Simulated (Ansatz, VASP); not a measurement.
Two plane-wave programs on Bi2Se3

```
Bi Se
1.0
     2.09458    1.20931   10.50463
    -2.09458    1.20931   10.50463
     0.00000   -2.41862   10.50463
Bi Se
2 3
Direct
  0.39525 0.39525 0.39525
  0.60475 0.60475 0.60475
  0.00000 0.00000 0.00000
  0.22185 0.22185 0.22185
  0.77815 0.77815 0.77815
```

Alike in both runs: task single point; functional PBE; k mesh 6 × 6 × 6; occupations gaussian, width 0.02 eV; no spin polarisation.

|  | VASP | Ansatz |
| --- | --- | --- |
| version | VASP 6.6.1 | Ansatz 0.2.0 |
| potentials or method | VASP PAW PBE potentials, release 64 (Bi_d, Se), cutoff 520 eV | scalar-relativistic, plane waves, PAW |
| valence electrons in the cell | 48 | 78 |

Ansatz gave:

- gap on the k mesh at the Fermi level (eV): 0.71
- least direct gap on the mesh (eV): 0.75
- pressure (GPa): 0.0
- rms of the force components (eV/Å): 0.013

Q: Which values does VASP return?

A: gap on the k mesh at the Fermi level (eV): 0.70; least direct gap on the mesh (eV): 0.75; pressure (GPa): 0.0; rms of the force components (eV/Å): 0.018.

Atom by atom the forces differ by 0.005 eV/Å (rms over components). The functional is the same, so the differences come from potentials, cutoffs and numerics. VASP's potentials hold 48 valence electrons a cell and Ansatz's 78, so a difference there can come from the potentials and not from the codes.

Spin-orbit coupling is off throughout.
